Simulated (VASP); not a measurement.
# Rh (P6_3/mmc) in VASP: a series of runs

Rh is run at these levels: r2SCAN; tasks: single point, relaxation of cell and atoms.

All numbers are computed with VASP 6.6.1; they aren't measurements. Logs are shortened: lines on timing, memory, paths and dates and some standing lists are left out, and cuts for length are marked.

### 1 The cell of the first run

The structure is hexagonal, space group P6_3/mmc (No. 194). The conventional cell has a = 2.704 Å, b = 2.704 Å, c = 4.357 Å, α = 90.00°, β = 90.00°, γ = 120.00°. Rh (site symmetry -6m2) has 12 Rh at 2.68 to 2.70 Å within 3.5 Å.

This isn't the form of Rh at room conditions, which is fcc.

### 2 Single point, r2SCAN

The input, POSCAR:

```
Rh
1.0
    2.7035119571      0.0000000000      0.0000000000
   -1.3517559785      2.3413100343      0.0000000000
    0.0000000000      0.0000000000      4.3568814147
Rh
2
Direct
    0.3333333333      0.6666666667      0.2500000000
    0.6666666667      0.3333333333      0.7500000000
```

The input, INCAR.step1:

```
ALGO = Normal ; EDIFF = 1E-4
ENCUT = 520 ; GGA = PE
ISMEAR = -1 ; LASPH = True
LCHARG = False ; LREAL = False
LWAVE = True ; NBANDS = 22
NELM = 60 ; PREC = Accurate
SIGMA = 0.1
```

The input, INCAR.step2:

```
ALGO = Normal ; EDIFF = 1E-6
ENCUT = 520 ; ISIF = 2
ISMEAR = -1 ; ISTART = 1
LASPH = True ; LCHARG = False
LMIXTAU = True ; LREAL = False
LWAVE = False ; METAGGA = R2SCAN
NBANDS = 22 ; NELM = 60
PREC = Accurate ; SIGMA = 0.1
```

The input, KPOINTS:

```
k-points
0
Gamma
  22 22 12
```

Potentials or basis: VASP PAW PBE potentials, release 64 (Rh_pv).

The run is started by

```sh
cat potpaw_PBE.64/Rh_pv/POTCAR > POTCAR
cp INCAR.step1 INCAR
mpirun -np 1 vasp_std > vasp.out
cp INCAR.step2 INCAR
mpirun -np 1 vasp_std > vasp.out
```

OUTCAR:

```text
EDIFF = 1E-6
   ENCUT = 520
   ISIF = 2
   ISMEAR = -1
   ISTART = 1
   LASPH = True
   LREAL = False
   METAGGA = R2SCAN
   NELM = 60
   PREC = Accurate

 ion  position               nearest neighbor table
   1  0.333  0.667  0.250-   2 2.68   2 2.68   2 2.68   2 2.68   2 2.68   2 2.68
   2  0.667  0.333  0.750-   1 2.68   1 2.68   1 2.68   1 2.68   1 2.68   1 2.68

  LATTYP: Found a hexagonal cell.
 ALAT       =     2.7035119571
 C/A-ratio  =     1.6115635824

  Lattice vectors:

 A1 = (   2.7035119571,   0.0000000000,   0.0000000000)
 A2 = (  -1.3517559785,   2.3413100343,   0.0000000000)
 A3 = (   0.0000000000,   0.0000000000,   4.3568814147)

Analysis of symmetry for initial positions (statically):
=====================================================================
 Subroutine PRICEL returns:
 Original cell was already a primitive cell.

 Routine SETGRP: Setting up the symmetry group for a
 hexagonal supercell.

 Subroutine GETGRP returns: Found 24 space group operations
 (whereof 12 operations were pure point group operations)
 out of a pool of 24 trial point group operations.

The static configuration has the point symmetry D_3d.
 The point group associated with its full space group is D_6h.

Analysis of symmetry for dynamics (positions and initial velocities):
=====================================================================
 Subroutine PRICEL returns:
 Original cell was already a primitive cell.

 Routine SETGRP: Setting up the symmetry group for a
 hexagonal supercell.

 Subroutine GETGRP returns: Found 24 space group operations
 (whereof 12 operations were pure point group operations)
 out of a pool of 24 trial point group operations.

The dynamic configuration has the point symmetry D_3d.
 The point group associated with its full space group is D_6h.

 Subroutine INISYM returns: Found 24 space group operations
 (whereof 12 operations are pure point group operations),
 and found     1 'primitive' translations

----------------------------------------------------------------------------------------

                                     Primitive cell

  volume of cell :      27.5780

  direct lattice vectors                    reciprocal lattice vectors
     2.703511957  0.000000000  0.000000000     0.369889246  0.213555656  0.000000000
    -1.351755978  2.341310034  0.000000000     0.000000000  0.427111312  0.000000000
     0.000000000  0.000000000  4.356881415     0.000000000  0.000000000  0.229521969

  length of vectors
     2.703511957  2.703511957  4.356881415     0.427111312  0.427111312  0.229521969

  position of ions in fractional coordinates (direct lattice)
     0.333333333  0.666666667  0.250000000
     0.666666667  0.333333333  0.750000000

  ion indices of the primitive-cell ions
   primitive index   ion index
                 1           1
                 2           2

----------------------------------------------------------------------------------------

 KPOINTS: k-points

Automatic generation of k-mesh.
 Grid dimensions read from file:
 generate k-points for:   22   22   12

 Generating k-lattice:

  Cartesian coordinates                     Fractional coordinates (reciprocal lattice)
     0.016813148  0.009707075  0.000000000     0.045454545 -0.000000000  0.000000000
     0.000000000  0.019414151  0.000000000     0.000000000  0.045454545  0.000000000
     0.000000000  0.000000000  0.019126831     0.000000000  0.000000000  0.083333333

  Length of vectors
     0.019414151  0.019414151  0.019126831

  Shift w.r.t. Gamma in fractional coordinates (k-lattice)
     0.000000000  0.000000000  0.000000000

 Subroutine IBZKPT returns following result:
 ===========================================

 Found    364 irreducible k-points:

 Following reciprocal coordinates:
            Coordinates               Weight
  0.000000  0.000000  0.000000      1.000000
  0.045455  0.000000  0.000000      6.000000
  0.090909  0.000000  0.000000      6.000000
  0.136364  0.000000  0.000000      6.000000
  0.181818  0.000000  0.000000      6.000000
  0.227273  0.000000  0.000000      6.000000
[... 16 lines left out ...]
  0.090909  0.090909  0.000000      6.000000
  0.136364  0.090909  0.000000     12.000000
 [... further k-points ...]
   k-points           NKPTS =    364   k-points in BZ     NKDIM =    364   number of bands    NBANDS=     22
   number of dos      NEDOS =    301   number of ions     NIONS =      2
   total plane-waves  NPLWV =  12800
   dimension x,y,z NGX =    20 NGY =   20 NGZ =   32
   dimension x,y,z NGXF=    40 NGYF=   40 NGZF=   64
   ions per type =               2
   NGX,Y,Z   is equivalent  to a cutoff of  12.30, 12.30, 12.21 a.u.
   NGXF,Y,Z  is equivalent  to a cutoff of  24.60, 24.60, 24.42 a.u.
 SYSTEM =  unknown system
   PREC   = accura    normal or accurate (medium, high low for compatibility)
   ISTART =      1    job   : 0-new  1-cont  2-samecut
   ICHARG =      0    charge: 1-file 2-atom 10-const
   ISPIN  =      1    spin polarized calculation?
   LNONCOLLINEAR =      F non collinear calculations
   LSORBIT =      F    spin-orbit coupling
   LASPH  =      T    aspherical Exc in radial PAW
   ENCUT  =  520.0 eV  38.22 Ry    6.18 a.u.   5.03  5.03  8.10*2*pi/ulx,y,z
   NELM   =     60;   NELMIN=  2; NELMDL=  0     # of ELM steps
   EDIFF  = 0.1E-05   stopping-criterion for ELM
   LREAL  =      F    real-space projection
   EDIFFG = 0.1E-04   stopping-criterion for IOM
   NSW    =      0    number of steps for IOM
   IBRION =     -1    ionic relax: 0-MD 1-quasi-New 2-CG
   NFREE  =      0    steps in history (QN), initial steepest desc. (CG)
   ISIF   =      2    stress and relaxation
   ISYM   =      2    0-nonsym 1-usesym 2-fastsym
   POTIM  = 0.5000    time-step for ionic-motion
   TEBEG  =    0.0;   TEEND  =   0.0 temperature during run
   PSTRESS=    0.0 pullay stress
   NELECT =      30.0000    total number of electrons
   NUPDOWN=      -1.0000    fix difference up-down
   EMIN   =  10.00;   EMAX   =-10.00  energy-range for DOS
   EFERMI =   0.00;   METHOD = LEGACY
   ISMEAR =    -1;   SIGMA  =   0.10  broadening in eV -4-tet -1-fermi 0-gaus
   EFERMI_NEDOS =   21; number of points for ismear=-14 and -15
   IALGO  =     38    algorithm
   IMIX   =      4    mixing-type and parameters
     AMIX     =   0.40;   BMIX     =  1.00
     AMIX_MAG =   1.60;   BMIX_MAG =  1.00
  volume/ion in A,a.u.               =      13.79        93.05
  Fermi-wavevector in a.u.,A,eV,Ry     =   1.683685  3.181704 38.569745  2.834796
  Thomas-Fermi vector in A             =   2.766842
   LORBIT       =      0    0 simple, 1 ext, 2 COOP (PROOUT), +10 PAW based schemes
   METAGGA = R2SCAN    functional components
   LHFCALC =     F    Hartree Fock is set to
   AEXX    =    0.0000 exact exchange contribution
   IVDW    =     0    specifies the selected vdW correction
   LEPSILON=     F    determine dielectric tensor
   LRPA    =     F    only Hartree local field effects (RPA)
 non-spin polarized calculation
  energy-cutoff  :      520.00
  volume of cell :       27.58
 maximum number of plane-waves:       768
 NGX is ok and might be reduce to    20
   NGX =  9   NGY =  9   NGZ = 17

 number of electron      30.0000012 magnetization

 Free energy of the ion-electron system (eV)
  ---------------------------------------------------
  ext. energy  EPLUGINS =         0.00000000
  ---------------------------------------------------
  free energy    TOTEN  =       -48.23588810 eV

  energy without entropy =      -48.12952163  energy(sigma->0) =      -48.18270486

 E-fermi :  11.7804     XC(G=0): -15.1845

 val. band max:       11.7708260764   @ k =   0.3636   0.0909   0.2500
 cond. band min:      11.7809132554   @ k =   0.1364   0.0455   0.3333
 fundamental gap:      0.0100871791
 Fermi energy:        11.7804261742

 k-point     1 :       0.0000    0.0000    0.0000
  band No.  band energies     occupation
      1     -36.8872      2.00000
      2     -36.1905      2.00000
      3     -36.1905      2.00000
      4     -36.0820      2.00000
      5     -36.0742      2.00000
      6     -36.0742      2.00000
[... 14 lines left out ...]
     21      29.0972      0.00000
     22      29.0975      0.00000

 k-point     2 :       0.0455    0.0000    0.0000
  band No.  band energies     occupation
      1     -36.8821      2.00000
      2     -36.2021      2.00000
      3     -36.1943      2.00000
      4     -36.0863      2.00000
      5     -36.0842      2.00000
      6     -36.0760      2.00000
[... 14 lines left out ...]
     21      29.0971      0.00000
     22      29.0973      0.00000

 k-point     3 :       0.0909    0.0000    0.0000
  band No.  band energies     occupation
      1     -36.8669      2.00000
      2     -36.2359      2.00000
      3     -36.2053      2.00000
      4     -36.1214      2.00000
      5     -36.0907      2.00000
      6     -36.0814      2.00000
[... 14 lines left out ...]
     21      29.0971      0.00000
     22      29.0972      0.00000

 k-point     4 :       0.1364    0.0000    0.0000
  band No.  band energies     occupation
      1     -36.8422      2.00000
      2     -36.2892      2.00000
      3     -36.2224      2.00000
      4     -36.1762      2.00000
      5     -36.1017      2.00000
      6     -36.0900      2.00000
[... 14 lines left out ...]
     21      29.0970      0.00000
     22      29.0975      0.00000

 k-point     5 :       0.1818    0.0000    0.0000
  band No.  band energies     occupation
      1     -36.8091      2.00000
      2     -36.3578      2.00000
      3     -36.2457      2.00000
      4     -36.2439      2.00000
      5     -36.1170      2.00000
      6     -36.1014      2.00000
[... 417 lines left out ...]
 k-point    22 :       0.4545    0.0455    0.0000
  band No.  band energies     occupation
      1     -36.7575      2.00000
      2     -36.6307      2.00000
      3     -36.5415      2.00000
      4     -36.3700      2.00000
      5     -36.2797      2.00000
      6     -36.1812      2.00000
[... 14 lines left out ...]
     21      25.2437      0.00000
     22      26.7943      0.00000

 k-point    23 :       0.0909    0.0909    0.0000
  band No.  band energies     occupation
      1     -36.8278      2.00000
      2     -36.3104      2.00000
      3     -36.2567      2.00000
      4     -36.1847      2.00000
      5     -36.1083      2.00000
      6     -36.1017      2.00000
[... 14 lines left out ...]
     21      29.0967      0.00000
     22      29.0972      0.00000

 k-point    24 :       0.1364    0.0909    0.0000
  band No.  band energies     occupation
      1     -36.7954      2.00000
      2     -36.3694      2.00000
      3     -36.3099      2.00000
      4     -36.2201      2.00000
      5     -36.1237      2.00000
      6     -36.1180      2.00000
[... 14 lines left out ...]
     21      29.0954      0.00000
     22      29.0988      0.00000

 [... further k-points ...]

------------------------ aborting loop because EDIFF is reached ----------------------------------------

  FORCE on cell =-STRESS in cart. coord.  units (eV):
  Direction    XX          YY          ZZ          XY          YZ          ZX
  --------------------------------------------------------------------------------------
  -------------------------------------------------------------------------------------
  Total        0.1897179      0.1897179      0.2195062      0.0000000      0.0000000      0.0000000
  in kB       11.0218891     11.0218891     12.7524731      0.0000000      0.0000000      0.0000000
  external PRESSURE =      11.5987504 kB  Pullay stress =       0.0000000 kB

 VOLUME and BASIS-vectors are now :
 -----------------------------------------------------------------------------
  energy-cutoff  :      520.00
  volume of cell :       27.58
      direct lattice vectors                 reciprocal lattice vectors
     2.703511957  0.000000000  0.000000000     0.369889246  0.213555656  0.000000000
    -1.351755978  2.341310034  0.000000000     0.000000000  0.427111312  0.000000000
     0.000000000  0.000000000  4.356881415     0.000000000  0.000000000  0.229521969

 POSITION                                       TOTAL-FORCE (eV/Angst)
 -----------------------------------------------------------------------------------
     -0.00000      1.56087      1.08922        -0.000000      0.000000      0.000000
      1.35176      0.78044      3.26766         0.000000     -0.000000      0.000000
 -----------------------------------------------------------------------------------
    total drift:                               -0.000000      0.000000     -0.000000

  FREE ENERGIE OF THE ION-ELECTRON SYSTEM (eV)
  ---------------------------------------------------
  free  energy   TOTEN  =       -48.2358880962 eV

  energy  without entropy=      -48.1295216335  energy(sigma->0) =      -48.18270486
```

It took 4.3 min on 1 thread of Intel Xeon 6975P-C (Granite Rapids), shared host; peak memory 0.28 GiB.

What came out:

- Free energy: -48.2359 eV
- Pressure: 1.2 GPa
- Band gap on the k mesh: zero (bands 15 and 16 overlap by 2.45 eV)

Stress tensor (GPa, compression positive):
```
1.10 0.00 0.00
0.00 1.10 0.00
0.00 0.00 1.28
```

Levels at points of the mesh, in eV from the Fermi level:
```csv
k point,band 11,band 12,band 13,band 14,band 15,band 16,band 17,band 18,band 19,band 20
"(0.00, 0.00, 0.00)",-3.14,-2.59,-2.59,-2.01,-2.01,0.14,0.14,0.92,9.10,16.63
"(0.50, 0.00, 0.00)",-2.78,-2.29,-2.18,0.42,0.65,0.74,3.19,5.40,10.89,11.35
"(0.00, 0.00, 0.50)",-3.26,-3.26,-3.26,-3.26,-0.46,-0.46,-0.46,-0.46,15.58,15.58
"(0.50, 0.00, 0.50)",-1.74,-1.74,-0.29,-0.29,0.62,0.62,2.86,2.86,9.79,9.79
```

Caveat: the PAW data sets were made with another functional, which shifts forces and pressure a little.

### 3 Relaxation of cell and atoms, r2SCAN

This run uses another cell than the first one, of 13.75 Å³/atom.

The input, POSCAR:

```
Rh
1.0
    2.6891940459      0.0000000000      0.0000000000
   -1.3445970229      2.3289103594      0.0000000000
    0.0000000000      0.0000000000      4.3914538769
Rh
2
Direct
    0.3333333333      0.6666666667      0.2500000000
    0.6666666667      0.3333333333      0.7500000000
```

The input, INCAR.step1:

```
SYSTEM = Rh
PREC = Accurate
ENCUT = 600
ISMEAR = -1
SIGMA = 0.1
LREAL = .False.
LASPH = .True.
NELM = 80
GGA = PE
ALGO = Normal
EDIFF = 1E-4
LWAVE = .True.
LCHARG = .False.
```

The input, INCAR.step2:

```
SYSTEM = Rh
PREC = Accurate
ENCUT = 600
EDIFF = 1E-6
ISMEAR = -1
SIGMA = 0.1
LREAL = .False.
LASPH = .True.
NELM = 80
ALGO = Normal
ISIF = 3
LWAVE = .False.
LCHARG = .False.
METAGGA = R2SCAN
LMIXTAU = .True.
IBRION = 2
NSW = 80
EDIFFG = -0.01
ISTART = 1
```

The input, KPOINTS:

```
regular mesh
0
Gamma
  13 13 7
  0 0 0
```

Potentials or basis: VASP PAW PBE potentials, release 64 (Rh_pv).

The run is started by

```sh
cat potpaw_PBE.64/Rh_pv/POTCAR > POTCAR
cp INCAR.step1 INCAR
mpirun -np 1 vasp_std > vasp.out
cp INCAR.step2 INCAR
mpirun -np 1 vasp_std > vasp.out
```

It took 4 min on 1 thread of Intel Xeon 6975P-C (Granite Rapids), shared host; peak memory 0.19 GiB.

The run converged. Its results:

```
Free energy                           : -48.2343 eV
Relaxed volume                        : 13.84 Å³/atom
Relaxed cell                          : a = 2.707 Å, b = 2.707 Å, c = 4.363 Å, α = 90.00°, β = 90.00°, γ = 120.00°
Space group after relaxing (to 0.1 Å) : P6_3/mmc (No. 194)
Energy gained by relaxing             : 1.8 meV/atom
Ionic steps                           : 5
Pressure after relaxing               : 0.0 GPa
Band gap on the k mesh                : zero (bands 15 and 16 overlap by 2.37 eV)
```

Step by step:
| step | energy change (eV) | largest force (eV/Å) | pressure (GPa) | volume (Å³) |
| --- | --- | --- | --- | --- |
| 1 | 0.0000 | 0.0000 | 1.87 | 27.50 |
| 2 | 0.0028 | 0.0000 | -4.34 | 28.15 |
| 3 | -0.0026 | 0.0000 | -0.73 | 27.76 |
| 4 | -0.0035 | 0.0000 | 0.30 | 27.66 |
| 5 | -0.0036 | 0.0000 | 0.04 | 27.69 |

Final structure:
```xyz
2
Lattice="2.7069 0.0000 0.0000 -1.3534 2.3442 0.0000 0.0000 0.0000 4.3630" Properties=species:S:1:pos:R:3 pbc="T T T"
Rh    0.0000    1.5628    1.0908
Rh    1.3534    0.7814    3.2723
```

Levels at points of the mesh, in eV from the Fermi level:
| k point | band 12 | band 13 | band 14 | band 15 | band 16 | band 17 | band 18 | band 19 |
| --- | --- | --- | --- | --- | --- | --- | --- | --- |
| (0.00, 0.00, 0.00) | -2.59 | -2.59 | -2.01 | -2.01 | 0.13 | 0.13 | 0.91 | 9.05 |

Caveat: the PAW data sets were made with another functional, which shifts forces and pressure a little.

### 4 Single point, r2SCAN

The input, POSCAR:

```
Rh
1.0
    2.7035119571      0.0000000000      0.0000000000
   -1.3517559785      2.3413100343      0.0000000000
    0.0000000000      0.0000000000      4.3568814147
Rh
2
Direct
    0.3333333333      0.6666666667      0.2500000000
    0.6666666667      0.3333333333      0.7500000000
```

The input, INCAR.step1:

```
ALGO = Normal ; EDIFF = 1E-4
ENCUT = 520 ; GGA = PE
ISMEAR = -1 ; LASPH = T
LCHARG = F ; LREAL = F
LWAVE = T ; NBANDS = 22
NELM = 80 ; PREC = Accurate
SIGMA = 0.1
```

The input, INCAR.step2:

```
ALGO = Normal ; EDIFF = 1E-7
ENCUT = 520 ; ISIF = 2
ISMEAR = -1 ; ISTART = 1
LASPH = T ; LCHARG = F
LMIXTAU = T ; LREAL = F
LWAVE = F ; METAGGA = R2SCAN
NBANDS = 22 ; NELM = 80
PREC = Accurate ; SIGMA = 0.1
```

The input, KPOINTS:

```
k-points
0
Gamma
  13 13 7
```

The run is started by

```sh
cat potpaw_PBE.64/Rh_pv/POTCAR > POTCAR
cp INCAR.step1 INCAR
mpirun -np 1 vasp_std > vasp.out
cp INCAR.step2 INCAR
mpirun -np 1 vasp_std > vasp.out
```

It took 2.2 min on 1 thread of Intel Xeon Platinum 8488C (Sapphire Rapids), shared host; peak memory 0.17 GiB.

The run converged. Its results:

```
Free energy            : -48.2359 eV
Pressure               : 1.2 GPa
Band gap on the k mesh : zero (bands 15 and 16 overlap by 2.39 eV)
```

Levels at points of the mesh, in eV from the Fermi level:
```csv
k point,band 11,band 12,band 13,band 14,band 15,band 16,band 17,band 18,band 19,band 20
"(0.00, 0.00, 0.00)",-3.14,-2.60,-2.60,-2.02,-2.02,0.13,0.13,0.91,9.09,16.62
```

Caveat: the PAW data sets were made with another functional, which shifts forces and pressure a little.

### 5 Single point, r2SCAN (12.13 Å³/atom)

This run uses another cell than the first one, of 12.13 Å³/atom.

The input, POSCAR:

```
Rh
1.0
    2.5907321750      0.0000000000      0.0000000000
   -1.2953660875      2.2436398780      0.0000000000
    0.0000000000      0.0000000000      4.1751296250
Rh
2
Direct
    0.3333333333      0.6666666667      0.2500000000
    0.6666666667      0.3333333333      0.7500000000
```

The input, INCAR.step1:

```
SYSTEM = Rh
ALGO = Normal
EDIFF = 1E-4
ENCUT = 520
GGA = PE
ISMEAR = -1
LASPH = .True.
LCHARG = .False.
LREAL = .False.
LWAVE = .True.
NBANDS = 22
NELM = 60
PREC = Accurate
SIGMA = 0.1
```

The input, INCAR.step2:

```
SYSTEM = Rh
ALGO = Normal
EDIFF = 1E-6
ENCUT = 520
ISIF = 2
ISMEAR = -1
ISTART = 1
LASPH = .True.
LCHARG = .False.
LMIXTAU = .True.
LREAL = .False.
LWAVE = .False.
METAGGA = R2SCAN
NBANDS = 22
NELM = 60
PREC = Accurate
SIGMA = 0.1
```

The input, KPOINTS:

```
k-points
0
Gamma
  15 15 8
  0 0 0
```

The run is started by

```sh
cat potpaw_PBE.64/Rh_pv/POTCAR > POTCAR
cp INCAR.step1 INCAR
mpirun -np 1 vasp_std > vasp.out
cp INCAR.step2 INCAR
mpirun -np 1 vasp_std > vasp.out
```

Run time: 2.7 min. Hardware: 1 thread of Intel Xeon Platinum 8488C (Sapphire Rapids), shared host; peak memory 0.18 GiB.

The run converged. Its results:

```yaml
Free_energy: -47.7547 eV
Pressure: 51.2 GPa
Band_gap_on_the_k_mesh: zero (bands 15 and 16 overlap by 2.97 eV)
```

Stress tensor (GPa, compression positive):
```
50.89  0.00  0.00
 0.00 50.89  0.00
 0.00  0.00 51.96
```

Levels at points of the mesh, in eV from the Fermi level:
```tsv
k point	band 13	band 14	band 15	band 16	band 17	band 18
(0.00, 0.00, 0.00)	-3.17	-2.45	-2.45	0.16	0.16	0.82
(0.00, 0.00, 0.50)	-3.90	-3.90	-0.54	-0.54	-0.54	-0.54
```

Caveat: the cell stands under pressure; the PAW data sets were made with another functional, which shifts forces and pressure a little.

[end of part 1 of 2]
